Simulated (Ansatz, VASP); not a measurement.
## Al3Cu in VASP and in Ansatz

```
Al Cu
1.0
     2.77946    0.00000    0.00000
     0.00000    2.77946    0.00000
     0.00000    0.00000    7.60376
Al Cu
3 1
Cartesian
  0.0000 0.0000 3.8019
  1.3897 1.3897 1.6785
  1.3897 1.3897 5.9253
  0.0000 0.0000 0.0000
```

Alike in both runs: functional PBEsol; k mesh 16 × 16 × 6; occupations gaussian, width 0.1 eV; no spin polarisation.

Ansatz relaxed the structure, and its values are those at the end. VASP's run is a single point on that final structure, the one shown.

```csv
,VASP,Ansatz
version,VASP 6.6.1,Ansatz 0.2.0
potentials or method,"VASP PAW PBE potentials, release 64 (Al, Cu), cutoff 520 eV","scalar-relativistic, plane waves, PAW"
valence electrons in the cell,20,28
```

Ansatz gave:

```
gap on the k mesh at the Fermi level (eV) : none
pressure (GPa)                            : 0.0
rms of the force components (eV/Å)        : 0.000
```

Q: Which values does VASP return?

A: gap on the k mesh at the Fermi level (eV): none; pressure (GPa): 0.2; rms of the force components (eV/Å): 0.009.

VASP's potentials were made for PBE, not for PBEsol. A gap of «none» marks a metal or a gap that the smearing closes. VASP's potentials hold 20 valence electrons a cell and Ansatz's 28, so a difference there can come from the potentials and not from the codes.
